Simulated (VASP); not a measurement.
# BiTe (Fm-3m) in VASP: single point with PBE

Aim: the single point of BiTe with PBE.

Everything below comes from runs of VASP 6.6.1. Logs are shortened: lines on timing, memory, paths and dates and some standing lists are left out, and cuts for length are marked.

### 1 The cell of the first run

It takes space group Fm-3m (No. 225, cubic). The conventional cell has a = 6.502 Å, b = 6.502 Å, c = 6.502 Å, α = 90.00°, β = 90.00°, γ = 90.00°. Within 4.3 Å of Bi (site symmetry m-3m) lie 6 Te at 3.25 Å. Within 4.3 Å of Te (site symmetry m-3m) lie 6 Bi at 3.25 Å.

### 2 Single point, PBE

Input file INCAR:

```
SYSTEM = BiTe
PREC = Accurate ; ENCUT = 520
EDIFF = 1E-7 ; ISMEAR = 0
SIGMA = 0.1 ; LREAL = .FALSE.
LASPH = .TRUE. ; NELM = 100
ALGO = Normal ; ISIF = 2
LWAVE = .FALSE. ; LCHARG = .FALSE.
GGA = PE ; NBANDS = 18
ISYM = 0
```

Input file KPOINTS:

```
regular mesh
0
G
  6 5 23
  0 0 0
```

Input file POSCAR:

```
BiTe
1.0
    6.5023883291      0.0000000000      0.0000000000
   -3.2511941646      7.2698911600      0.0000000000
    0.0000000000     -4.3619346960      1.4539782320
Bi Te
1 1
Direct
    0.5000000000      0.0000000000      0.0000000000
    0.0000000000      0.0000000000      0.0000000000
```

Potentials or basis: VASP PAW PBE potentials, release 64 (Bi_d, Te).

Launch:

```bash
cat potpaw_PBE.64/Bi_d/POTCAR potpaw_PBE.64/Te/POTCAR > POTCAR
mpirun -np 1 vasp_std > vasp.out
```

OUTCAR:

```text
SYSTEM = BiTe
   PREC = Accurate
   ENCUT = 520
   EDIFF = 1E-7
   ISMEAR = 0
   LREAL = .FALSE.
   LASPH = .TRUE.
   NELM = 100
   ISIF = 2
   GGA = PE
   ISYM = 0

 ion  position               nearest neighbor table
   1  0.500  0.000  0.000-   2 3.25   2 3.25   2 3.25   2 3.25
   2  0.000  0.000  0.000-   1 3.25   1 3.25   1 3.25   1 3.25

IMPORTANT INFORMATION: All symmetrisations will be switched off!
NOSYMM: (Re-)initialisation of all symmetry stuff for point group C_1.

----------------------------------------------------------------------------------------

                                     Primitive cell

  volume of cell :      68.7320

  direct lattice vectors                    reciprocal lattice vectors
     6.502388329  0.000000000  0.000000000     0.153789646  0.068776821  0.206330462
    -3.251194165  7.269891160  0.000000000     0.000000000  0.137553641  0.412660924
     0.000000000 -4.361934696  1.453978232     0.000000000  0.000000000  0.687768206

  length of vectors
     6.502388329  7.963766758  4.597882881     0.266371481  0.434982807  0.687768206

  position of ions in fractional coordinates (direct lattice)
     0.500000000  0.000000000  0.000000000
     0.000000000  0.000000000  0.000000000

  ion indices of the primitive-cell ions
   primitive index   ion index
                 1           1
                 2           2

----------------------------------------------------------------------------------------

 KPOINTS: regular mesh

Automatic generation of k-mesh.
 Grid dimensions read from file:
 generate k-points for:    6    5   23

 Generating k-lattice:

  Cartesian coordinates                     Fractional coordinates (reciprocal lattice)
     0.025631608  0.011462803  0.034388410     0.166666667 -0.000000000  0.000000000
     0.000000000  0.027510728  0.082532185     0.000000000  0.200000000  0.000000000
     0.000000000  0.000000000  0.029902965     0.000000000  0.000000000  0.043478261

  Length of vectors
     0.044395247  0.086996561  0.029902965

  Shift w.r.t. Gamma in fractional coordinates (k-lattice)
     0.000000000  0.000000000  0.000000000

 -----------------------------------------------------------------------------
|                                                                             |
|           W    W    AA    RRRRR   N    N  II  N    N   GGGG   !!!           |
|           W    W   A  A   R    R  NN   N  II  NN   N  G    G  !!!           |
|           W    W  A    A  R    R  N N  N  II  N N  N  G       !!!           |
|           W WW W  AAAAAA  RRRRR   N  N N  II  N  N N  G  GGG   !            |
|           WW  WW  A    A  R   R   N   NN  II  N   NN  G    G                |
|           W    W  A    A  R    R  N    N  II  N    N   GGGG   !!!           |
|                                                                             |
|     Your reciprocal lattice and k-lattice belong to different lattice       |
|     classes:                                                                |
|                                                                             |
|        The reciprocal lattice is body-centered cubic,                       |
|        whereas your k-lattice is triclinic.                                 |
|                                                                             |
|     Results are often still useful ...                                      |
|                                                                             |
 -----------------------------------------------------------------------------

 WARNING: IBZKPT: internal override: KBLOWUP is changed to .FALSE.
      ... skipping the blow-up phase ...

 Subroutine IBZKPT returns following result:
 ===========================================

 Found    346 irreducible k-points:

 Following reciprocal coordinates:
            Coordinates               Weight
  0.000000  0.000000  0.000000      1.000000
  0.166667  0.000000  0.000000      2.000000
  0.333333  0.000000 -0.000000      2.000000
  0.500000  0.000000  0.000000      1.000000
  0.000000  0.200000  0.000000      2.000000
  0.166667  0.200000  0.000000      2.000000
[... 16 lines left out ...]
  0.000000  0.200000  0.043478      2.000000
  0.166667  0.200000  0.043478      2.000000
 [... further k-points ...]
   k-points           NKPTS =    346   k-points in BZ     NKDIM =    346   number of bands    NBANDS=     18
   number of dos      NEDOS =    301   number of ions     NIONS =      2
   total plane-waves  NPLWV = 103680
   dimension x,y,z NGX =    48 NGY =   60 NGZ =   36
   dimension x,y,z NGXF=    96 NGYF=  120 NGZF=   72
   ions per type =               1   1
   NGX,Y,Z   is equivalent  to a cutoff of  12.27, 12.53, 13.02 a.u.
   NGXF,Y,Z  is equivalent  to a cutoff of  24.54, 25.05, 26.03 a.u.
 SYSTEM =  BiTe
   PREC   = accura    normal or accurate (medium, high low for compatibility)
   ISTART =      0    job   : 0-new  1-cont  2-samecut
   ICHARG =      2    charge: 1-file 2-atom 10-const
   ISPIN  =      1    spin polarized calculation?
   LNONCOLLINEAR =      F non collinear calculations
   LSORBIT =      F    spin-orbit coupling
   LASPH  =      T    aspherical Exc in radial PAW
   ENCUT  =  520.0 eV  38.22 Ry    6.18 a.u.  12.09 14.81  8.55*2*pi/ulx,y,z
   NELM   =    100;   NELMIN=  2; NELMDL= -5     # of ELM steps
   EDIFF  = 0.1E-06   stopping-criterion for ELM
   LREAL  =      F    real-space projection
   EDIFFG = 0.1E-05   stopping-criterion for IOM
   NSW    =      0    number of steps for IOM
   IBRION =     -1    ionic relax: 0-MD 1-quasi-New 2-CG
   NFREE  =      0    steps in history (QN), initial steepest desc. (CG)
   ISIF   =      2    stress and relaxation
   ISYM   =      0    0-nonsym 1-usesym 2-fastsym
   POTIM  = 0.5000    time-step for ionic-motion
   TEBEG  =    0.0;   TEEND  =   0.0 temperature during run
   PSTRESS=    0.0 pullay stress
   NELECT =      21.0000    total number of electrons
   NUPDOWN=      -1.0000    fix difference up-down
   EMIN   =  10.00;   EMAX   =-10.00  energy-range for DOS
   EFERMI =   0.00;   METHOD = LEGACY
   ISMEAR =     0;   SIGMA  =   0.10  broadening in eV -4-tet -1-fermi 0-gaus
   EFERMI_NEDOS =   21; number of points for ismear=-14 and -15
   IALGO  =     38    algorithm
   IMIX   =      4    mixing-type and parameters
     AMIX     =   0.40;   BMIX     =  1.00
     AMIX_MAG =   1.60;   BMIX_MAG =  1.00
  volume/ion in A,a.u.               =      34.37       231.91
  Fermi-wavevector in a.u.,A,eV,Ry     =   1.102626  2.083662 16.541757  1.215785
  Thomas-Fermi vector in A             =   2.239072
   LORBIT       =      0    0 simple, 1 ext, 2 COOP (PROOUT), +10 PAW based schemes
   GGA     = PE    functional components
   LHFCALC =     F    Hartree Fock is set to
   AEXX    =    0.0000 exact exchange contribution
   IVDW    =     0    specifies the selected vdW correction
   LEPSILON=     F    determine dielectric tensor
   LRPA    =     F    only Hartree local field effects (RPA)
 non-spin polarized calculation
 Gauss-broadening in eV      SIGMA  =   0.10
  energy-cutoff  :      520.00
  volume of cell :       68.73
 maximum number of plane-waves:      1874
   NGX = 25   NGY = 29   NGZ = 17

 number of electron      20.9999998 magnetization

 Free energy of the ion-electron system (eV)
  ---------------------------------------------------
  ext. energy  EPLUGINS =         0.00000000
  ---------------------------------------------------
  free energy    TOTEN  =        -7.18294160 eV

  energy without entropy =       -7.17595500  energy(sigma->0) =       -7.17944830

 E-fermi :   6.4507     XC(G=0):  -9.3677

 val. band max:        6.4502465853   @ k =  -0.3333  -0.4000   0.3913
 cond. band min:       6.4537490455   @ k =  -0.3333   0.4000   0.4783
 fundamental gap:      0.0035024602
 Fermi energy:         6.4506969127

 k-point     1 :       0.0000    0.0000    0.0000
  band No.  band energies     occupation
      1     -16.6724      2.00000
      2     -16.6706      2.00000
      3     -16.6695      2.00000
      4     -16.6686      2.00000
      5     -16.6676      2.00000
      6      -6.9516      2.00000
[... 10 lines left out ...]
     17      12.5140      0.00000
     18      13.0672      0.00000

 k-point     2 :       0.1667    0.0000    0.0000
  band No.  band energies     occupation
      1     -16.6734      2.00000
      2     -16.6715      2.00000
      3     -16.6685      2.00000
      4     -16.6672      2.00000
      5     -16.6667      2.00000
      6      -6.7093      2.00000
[... 10 lines left out ...]
     17      13.9597      0.00000
     18      14.3708      0.00000

 k-point     3 :       0.3333    0.0000   -0.0000
  band No.  band energies     occupation
      1     -16.6756      2.00000
      2     -16.6738      2.00000
      3     -16.6672      2.00000
      4     -16.6640      2.00000
      5     -16.6636      2.00000
      6      -6.0035      2.00000
[... 10 lines left out ...]
     17      15.8431      0.00000
     18      16.8963      0.00000

 k-point     4 :       0.5000    0.0000    0.0000
  band No.  band energies     occupation
      1     -16.6768      2.00000
      2     -16.6749      2.00000
      3     -16.6667      2.00000
      4     -16.6623      2.00000
      5     -16.6619      2.00000
      6      -5.0432      2.00000
[... 375 lines left out ...]
      4     -16.6680      2.00000
      5     -16.6669      2.00000
      6      -6.8521      2.00000
[... 10 lines left out ...]
     17      12.8838      0.00000
     18      13.3794      0.00000

 k-point    23 :       0.0000    0.2000    0.0435
  band No.  band energies     occupation
      1     -16.6762      2.00000
      2     -16.6741      2.00000
      3     -16.6647      2.00000
      4     -16.6646      2.00000
      5     -16.6628      2.00000
      6      -5.4273      2.00000
[... 10 lines left out ...]
     17      14.6228      0.00000
     18      16.5400      0.00000

 k-point    24 :       0.1667    0.2000    0.0435
  band No.  band energies     occupation
      1     -16.6782      2.00000
      2     -16.6728      2.00000
      3     -16.6681      2.00000
      4     -16.6618      2.00000
      5     -16.6607      2.00000
      6      -4.9217      2.00000
[... 10 lines left out ...]
     17      16.0607      0.00000
     18      17.2040      0.00000

 [... further k-points ...]
[... 5 lines left out ...]
  --------------------------------------------------------------------------------------
  -------------------------------------------------------------------------------------
  Total        0.0548490     -0.1364364      0.0201968      0.0736052      0.0318894      0.0150276
  in kB        1.2785577     -3.1804021      0.4707967      1.7157747      0.7433592      0.3503005
  external PRESSURE =      -0.4770159 kB  Pullay stress =       0.0000000 kB

 VOLUME and BASIS-vectors are now :
 -----------------------------------------------------------------------------
  energy-cutoff  :      520.00
  volume of cell :       68.73
      direct lattice vectors                 reciprocal lattice vectors
     6.502388329  0.000000000  0.000000000     0.153789646  0.068776821  0.206330462
    -3.251194165  7.269891160  0.000000000     0.000000000  0.137553641  0.412660924
     0.000000000 -4.361934696  1.453978232     0.000000000  0.000000000  0.687768206

 POSITION                                       TOTAL-FORCE (eV/Angst)
 -----------------------------------------------------------------------------------
      3.25119      0.00000      0.00000         0.000001     -0.000000     -0.000000
      0.00000      0.00000      0.00000        -0.000001      0.000000      0.000000
 -----------------------------------------------------------------------------------
    total drift:                                0.000002     -0.000000     -0.000000

  FREE ENERGIE OF THE ION-ELECTRON SYSTEM (eV)
  ---------------------------------------------------
  free  energy   TOTEN  =        -7.1829415956 eV

  energy  without entropy=       -7.1759550000  energy(sigma->0) =       -7.17944830
```

It took 8.1 min on 1 thread of Intel Xeon Platinum 8488C (Sapphire Rapids), shared host; peak memory 0.62 GiB.

Results:

```
Free energy : -7.1829 eV
Pressure    : 0.0 GPa
```

Levels at points of the mesh, in eV from the Fermi level:
```
           k point  band 8  band 9  band 10  band 11  band 12  band 13
(0.00, 0.00, 0.00)   -2.49   -2.49    -2.49     2.14     2.14     2.14
(0.50, 0.00, 0.00)   -1.87   -1.87    -1.58    -0.79    -0.58    -0.58
```

Caveat: the k points lie up to 0.55 Å⁻¹ apart; spin-orbit coupling is left out, which moves the levels of the heavy elements.
